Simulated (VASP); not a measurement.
# PbS (Cmcm) in VASP: notebook

Runs on PbS. Level: r2SCAN. Tasks: single point.

Program: VASP 6.6.1. These are calculated values, not measurements. Logs are shortened: lines on timing, memory, paths and dates and some standing lists are left out, and cuts for length are marked.

## (1) The cell of the first run

It takes space group Cmcm (No. 63, orthorhombic). Conventional cell: a = 4.127 Å, b = 11.739 Å, c = 4.260 Å, α = 90.00°, β = 90.00°, γ = 90.00°. Pb (site symmetry m2m) has 5 S at 2.68 to 2.97 Å within 3.5 Å. S (site symmetry m2m) has 5 Pb at 2.68 to 2.97 Å within 3.5 Å.

## (2) Single point, r2SCAN

Input file POSCAR:

```
PbS
1.0
    2.0637484140     -5.8692756716      0.0000000000
    2.0637484140      5.8692756716      0.0000000000
    0.0000000000      0.0000000000      4.2604423670
Pb S
2 2
Direct
    0.8722772603      0.1277227397      0.7500000000
    0.1277227397      0.8722772603      0.2500000000
    0.6436799884      0.3563200116      0.7500000000
    0.3563200116      0.6436799884      0.2500000000
```

Input file INCAR.step1:

```
SYSTEM = PbS
PREC = Accurate ; ENCUT = 520
ISMEAR = 0 ; SIGMA = 0.01
LREAL = .False. ; LASPH = .True.
NELM = 80 ; NBANDS = 28
GGA = PE ; ALGO = Normal
EDIFF = 1E-4 ; LWAVE = .True.
LCHARG = .False.
```

Input file INCAR.step2:

```
SYSTEM = PbS
PREC = Accurate ; ENCUT = 520
EDIFF = 1E-6 ; ISMEAR = 0
SIGMA = 0.01 ; LREAL = .False.
LASPH = .True. ; NELM = 80
ALGO = Normal ; ISIF = 2
LWAVE = .False. ; LCHARG = .False.
METAGGA = R2SCAN ; LMIXTAU = .True.
NBANDS = 28 ; ISTART = 1
```

Input file KPOINTS:

```
Automatic mesh
0
Gamma
  4 4 4
  0 0 0
```

Potentials or basis: VASP PAW PBE potentials, release 64 (Pb_d, S).

The run is started by

```sh
cat potpaw_PBE.64/Pb_d/POTCAR potpaw_PBE.64/S/POTCAR > POTCAR
cp INCAR.step1 INCAR
mpirun -np 1 vasp_std > vasp.out
cp INCAR.step2 INCAR
mpirun -np 1 vasp_std > vasp.out
```

OUTCAR:

```text
SYSTEM = PbS
   PREC = Accurate
   ENCUT = 520
   EDIFF = 1E-6
   ISMEAR = 0
   LREAL = .False.
   LASPH = .True.
   NELM = 80
   ISIF = 2
   METAGGA = R2SCAN
   ISTART = 1

 ion  position               nearest neighbor table
   1  0.872  0.128  0.750-   3 2.68   4 2.97   4 2.97   4 2.97   4 2.97   2 3.68   2 3.68   2 4.13
                             2 4.13   2 4.13   2 4.13
   2  0.128  0.872  0.250-   4 2.68   3 2.97   3 2.97   3 2.97   3 2.97   1 3.68   1 3.68   1 4.13
                             1 4.13   1 4.13   1 4.13
   3  0.644  0.356  0.750-   1 2.68   2 2.97   2 2.97   2 2.97   2 2.97
   4  0.356  0.644  0.250-   2 2.68   1 2.97   1 2.97   1 2.97   1 2.97

  LATTYP: Found a base centered orthorhombic cell.
 ALAT       =     4.1274968280
 B/A-ratio  =     2.8439879744
 C/A-ratio  =     1.0322097253

  Lattice vectors:

 A1 = (   2.0637484140,  -5.8692756716,   0.0000000000)
 A2 = (   2.0637484140,   5.8692756716,   0.0000000000)
 A3 = (   0.0000000000,   0.0000000000,   4.2604423670)

Analysis of symmetry for initial positions (statically):
=====================================================================
 Subroutine PRICEL returns:
 Original cell was already a primitive cell.

 Routine SETGRP: Setting up the symmetry group for a
 base centered orthorhombic supercell.

 Subroutine GETGRP returns: Found  8 space group operations
 (whereof  4 operations were pure point group operations)
 out of a pool of  8 trial point group operations.

The static configuration has the point symmetry C_2h.
 The point group associated with its full space group is D_2h.

Analysis of symmetry for dynamics (positions and initial velocities):
=====================================================================
 Subroutine PRICEL returns:
 Original cell was already a primitive cell.

 Routine SETGRP: Setting up the symmetry group for a
 base centered orthorhombic supercell.

 Subroutine GETGRP returns: Found  8 space group operations
 (whereof  4 operations were pure point group operations)
 out of a pool of  8 trial point group operations.

The dynamic configuration has the point symmetry C_2h.
 The point group associated with its full space group is D_2h.

 Subroutine INISYM returns: Found  8 space group operations
 (whereof  4 operations are pure point group operations),
 and found     1 'primitive' translations

----------------------------------------------------------------------------------------

                                     Primitive cell

  volume of cell :     103.2110

  direct lattice vectors                    reciprocal lattice vectors
     2.063748414 -5.869275672  0.000000000     0.242277594 -0.085189388  0.000000000
     2.063748414  5.869275672  0.000000000     0.242277594  0.085189388  0.000000000
     0.000000000  0.000000000  4.260442367     0.000000000  0.000000000  0.234717411

  length of vectors
     6.221531518  6.221531518  4.260442367     0.256818349  0.256818349  0.234717411

  position of ions in fractional coordinates (direct lattice)
     0.872277260  0.127722740  0.750000000
     0.127722740  0.872277260  0.250000000
     0.643679988  0.356320012  0.750000000
     0.356320012  0.643679988  0.250000000

  ion indices of the primitive-cell ions
   primitive index   ion index
                 1           1
                 2           2
                 3           3
                 4           4

----------------------------------------------------------------------------------------

 KPOINTS: Automatic mesh

Automatic generation of k-mesh.
 Grid dimensions read from file:
 generate k-points for:    4    4    4

 Generating k-lattice:

  Cartesian coordinates                     Fractional coordinates (reciprocal lattice)
     0.060569398 -0.021297347  0.000000000     0.250000000  0.000000000  0.000000000
     0.060569398  0.021297347  0.000000000     0.000000000  0.250000000  0.000000000
     0.000000000  0.000000000  0.058679353     0.000000000  0.000000000  0.250000000

  Length of vectors
     0.064204587  0.064204587  0.058679353

  Shift w.r.t. Gamma in fractional coordinates (k-lattice)
     0.000000000  0.000000000  0.000000000

 Subroutine IBZKPT returns following result:
 ===========================================

 Found     21 irreducible k-points:

 Following reciprocal coordinates:
            Coordinates               Weight
  0.000000  0.000000  0.000000      1.000000
  0.250000  0.000000  0.000000      4.000000
  0.500000  0.000000  0.000000      2.000000
  0.250000  0.250000  0.000000      2.000000
  0.500000  0.250000  0.000000      4.000000
 -0.250000  0.250000  0.000000      2.000000
[... 13 lines left out ...]
 -0.250000  0.250000  0.500000      2.000000
  0.500000  0.500000  0.500000      1.000000
   k-points           NKPTS =     21   k-points in BZ     NKDIM =     21   number of bands    NBANDS=     28
   number of dos      NEDOS =    301   number of ions     NIONS =      4
   total plane-waves  NPLWV =  73728
   dimension x,y,z NGX =    48 NGY =   48 NGZ =   32
   dimension x,y,z NGXF=    96 NGYF=   96 NGZF=   64
   ions per type =               2   2
   NGX,Y,Z   is equivalent  to a cutoff of  12.83, 12.83, 12.49 a.u.
   NGXF,Y,Z  is equivalent  to a cutoff of  25.65, 25.65, 24.97 a.u.
 SYSTEM =  PbS
   PREC   = accura    normal or accurate (medium, high low for compatibility)
   ISTART =      1    job   : 0-new  1-cont  2-samecut
   ICHARG =      0    charge: 1-file 2-atom 10-const
   ISPIN  =      1    spin polarized calculation?
   LNONCOLLINEAR =      F non collinear calculations
   LSORBIT =      F    spin-orbit coupling
   LASPH  =      T    aspherical Exc in radial PAW
   ENCUT  =  520.0 eV  38.22 Ry    6.18 a.u.  11.57 11.57  7.92*2*pi/ulx,y,z
   NELM   =     80;   NELMIN=  2; NELMDL=  0     # of ELM steps
   EDIFF  = 0.1E-05   stopping-criterion for ELM
   LREAL  =      F    real-space projection
   EDIFFG = 0.1E-04   stopping-criterion for IOM
   NSW    =      0    number of steps for IOM
   IBRION =     -1    ionic relax: 0-MD 1-quasi-New 2-CG
   NFREE  =      0    steps in history (QN), initial steepest desc. (CG)
   ISIF   =      2    stress and relaxation
   ISYM   =      2    0-nonsym 1-usesym 2-fastsym
   POTIM  = 0.5000    time-step for ionic-motion
   TEBEG  =    0.0;   TEEND  =   0.0 temperature during run
   PSTRESS=    0.0 pullay stress
   NELECT =      40.0000    total number of electrons
   NUPDOWN=      -1.0000    fix difference up-down
   EMIN   =  10.00;   EMAX   =-10.00  energy-range for DOS
   EFERMI =   0.00;   METHOD = LEGACY
   ISMEAR =     0;   SIGMA  =   0.01  broadening in eV -4-tet -1-fermi 0-gaus
   EFERMI_NEDOS =   21; number of points for ismear=-14 and -15
   IALGO  =     38    algorithm
   IMIX   =      4    mixing-type and parameters
     AMIX     =   0.40;   BMIX     =  1.00
     AMIX_MAG =   1.60;   BMIX_MAG =  1.00
  volume/ion in A,a.u.               =      25.80       174.13
  Fermi-wavevector in a.u.,A,eV,Ry     =   1.193584  2.255546 19.383429  1.424642
  Thomas-Fermi vector in A             =   2.329594
   LORBIT       =      0    0 simple, 1 ext, 2 COOP (PROOUT), +10 PAW based schemes
   METAGGA = R2SCAN    functional components
   LHFCALC =     F    Hartree Fock is set to
   AEXX    =    0.0000 exact exchange contribution
   IVDW    =     0    specifies the selected vdW correction
   LEPSILON=     F    determine dielectric tensor
   LRPA    =     F    only Hartree local field effects (RPA)
 non-spin polarized calculation
 Gauss-broadening in eV      SIGMA  =   0.01
  energy-cutoff  :      520.00
  volume of cell :      103.21
 maximum number of plane-waves:      2810
 NGX is ok and might be reduce to    48
   NGX = 23   NGY = 23   NGZ = 15

 number of electron      40.0000009 magnetization

 Free energy of the ion-electron system (eV)
  ---------------------------------------------------
  ext. energy  EPLUGINS =         0.00000000
  ---------------------------------------------------
  free energy    TOTEN  =      -131.13137701 eV

  energy without entropy =     -131.13137701  energy(sigma->0) =     -131.13137701

 E-fermi :   5.0885     XC(G=0): -10.3096

 val. band max:        5.0064304034   @ k =   0.0000   0.0000   0.5000
 cond. band min:       6.5243448393   @ k =   0.5000   0.5000   0.0000
 fundamental gap:      1.5179144358
 Fermi energy:         5.0885205739

 k-point     1 :       0.0000    0.0000    0.0000
  band No.  band energies     occupation
      1     -11.9142      2.00000
      2     -11.7978      2.00000
      3     -11.7892      2.00000
      4     -11.7799      2.00000
      5     -11.7367      2.00000
      6     -11.7366      2.00000
[... 20 lines left out ...]
     27      11.6827      0.00000
     28      12.6570      0.00000

 k-point     2 :       0.2500    0.0000    0.0000
  band No.  band energies     occupation
      1     -11.8744      2.00000
      2     -11.7851      2.00000
      3     -11.7830      2.00000
      4     -11.7584      2.00000
      5     -11.7517      2.00000
      6     -11.7436      2.00000
[... 20 lines left out ...]
     27      12.6645      0.00000
     28      13.4327      0.00000

 k-point     3 :       0.5000    0.0000    0.0000
  band No.  band energies     occupation
      1     -11.8146      2.00000
      2     -11.7985      2.00000
      3     -11.7852      2.00000
      4     -11.7813      2.00000
      5     -11.7477      2.00000
      6     -11.7438      2.00000
[... 20 lines left out ...]
     27      13.6958      0.00000
     28      14.7284      0.00000

 k-point     4 :       0.2500    0.2500    0.0000
  band No.  band energies     occupation
      1     -11.8150      2.00000
      2     -11.7981      2.00000
      3     -11.7939      2.00000
      4     -11.7659      2.00000
      5     -11.7496      2.00000
      6     -11.7487      2.00000
[... 485 lines left out ...]
     27      12.5565      0.00000
     28      12.5565      0.00000

 k-point    20 :      -0.2500    0.2500    0.5000
  band No.  band energies     occupation
      1     -11.8270      2.00000
      2     -11.8270      2.00000
      3     -11.7708      2.00000
      4     -11.7708      2.00000
      5     -11.7425      2.00000
      6     -11.7425      2.00000
[... 20 lines left out ...]
     27      15.1838      0.00000
     28      15.1839      0.00000

 k-point    21 :       0.5000    0.5000    0.5000
  band No.  band energies     occupation
      1     -11.8325      2.00000
      2     -11.8325      2.00000
      3     -11.7625      2.00000
      4     -11.7625      2.00000
      5     -11.7428      2.00000
      6     -11.7428      2.00000
[... 20 lines left out ...]
     27      14.2805      0.00000
     28      14.2805      0.00000

------------------------ aborting loop because EDIFF is reached ----------------------------------------

  FORCE on cell =-STRESS in cart. coord.  units (eV):
  Direction    XX          YY          ZZ          XY          YZ          ZX
  --------------------------------------------------------------------------------------
  -------------------------------------------------------------------------------------
  Total        0.6633733      0.5667431      0.6333518      0.0000000      0.0000000      0.0000000
  in kB       10.2977567      8.7977353      9.8317239      0.0000000      0.0000000      0.0000000
  external PRESSURE =       9.6424053 kB  Pullay stress =       0.0000000 kB

 VOLUME and BASIS-vectors are now :
 -----------------------------------------------------------------------------
  energy-cutoff  :      520.00
  volume of cell :      103.21
      direct lattice vectors                 reciprocal lattice vectors
     2.063748414 -5.869275672  0.000000000     0.242277594 -0.085189388  0.000000000
     2.063748414  5.869275672  0.000000000     0.242277594  0.085189388  0.000000000
     0.000000000  0.000000000  4.260442367     0.000000000  0.000000000  0.234717411

 POSITION                                       TOTAL-FORCE (eV/Angst)
 -----------------------------------------------------------------------------------
      2.06375     -4.37000      3.19533         0.000000      0.021661      0.000000
      2.06375      4.37000      1.06511         0.000000     -0.021661     -0.000000
      2.06375     -1.68659      3.19533         0.000000     -0.038971     -0.000000
      2.06375      1.68659      1.06511         0.000000      0.038971     -0.000000
 -----------------------------------------------------------------------------------
    total drift:                                0.000000      0.000000      0.000000

  FREE ENERGIE OF THE ION-ELECTRON SYSTEM (eV)
  ---------------------------------------------------
  free  energy   TOTEN  =      -131.1313770116 eV

  energy  without entropy=     -131.1313770116  energy(sigma->0) =     -131.13137701
```

Wall time 5.5 min (1 thread of Intel Xeon 8259CL, shared host); peak memory 0.31 GiB.

What came out:

```
Free energy            : -131.1314 eV
Pressure               : 1.0 GPa
Largest force          : 0.039 eV/Å
Band gap on the k mesh : 1.52 eV (least direct gap 1.95 eV)
```

Forces in eV/Å, atoms in the order of the input:
```
Pb   0.000  0.022  0.000
Pb   0.000 -0.022  0.000
S    0.000 -0.039  0.000
S    0.000  0.039  0.000
```

Stress tensor (GPa, compression positive):
```
1.03 0.00 0.00
0.00 0.88 0.00
0.00 0.00 0.98
```

Caveat: the PAW data sets were made with another functional, which shifts forces and pressure a little; spin-orbit coupling is left out, which moves the levels of the heavy elements. A k mesh can miss the band edges.

(Continued in part 2 of 2.)
